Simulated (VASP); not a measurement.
**Ag: single point with PBEsol**

Crystal: Ag.

```
Ag
1.0
     0.00000    2.02267    2.04310
     2.02267    0.00000    2.04310
     2.02267    2.02267    0.00000
Ag
1
Direct
  0.00000 0.00000 0.00000
```

This cell differs from its parent crystal: equal xx and yy strain of -1 %.

| Quantity | Value |
| --- | --- |
| Program | VASP 6.6.1 |
| Task | single point |
| Functional | PBEsol |
| Potentials or basis | VASP PAW PBE potentials, release 64 (Ag) |
| Cutoff | 520 eV |
| k mesh | 15 × 15 × 15 |
| Occupations | fermi-dirac, width 0.03 eV |
| Spin | no spin polarisation |
| Dipole correction | no |
| Further INCAR settings | ALGO = Normal; EDIFF = 1e-06; NBANDS = 12 |

```yaml
Pressure: -0.8 GPa
```

Stress tensor (GPa, compression positive):
```
-0.72  0.00  0.00
 0.00 -0.72  0.00
 0.00  0.00 -0.85
```

Levels at points of the mesh, in eV from the Fermi level:
| k point | band 3 | band 4 | band 5 | band 6 | band 7 | band 8 | band 9 | band 10 |
| --- | --- | --- | --- | --- | --- | --- | --- | --- |
| (0.00, 0.00, 0.00) | -4.97 | -4.97 | -3.94 | -3.87 | 15.89 | 19.48 | 19.62 | 19.62 |

Run time: 30 s on 1 thread of Intel(R) Xeon(R) Platinum 8375C CPU @ 2.90GHz (Ice Lake), with other jobs on the host, peak memory 0.18 GiB.

Caveat: the cell differs from its parent crystal (equal xx and yy strain of -1 %); the PAW data sets were made with another functional, which shifts forces and pressure a little.
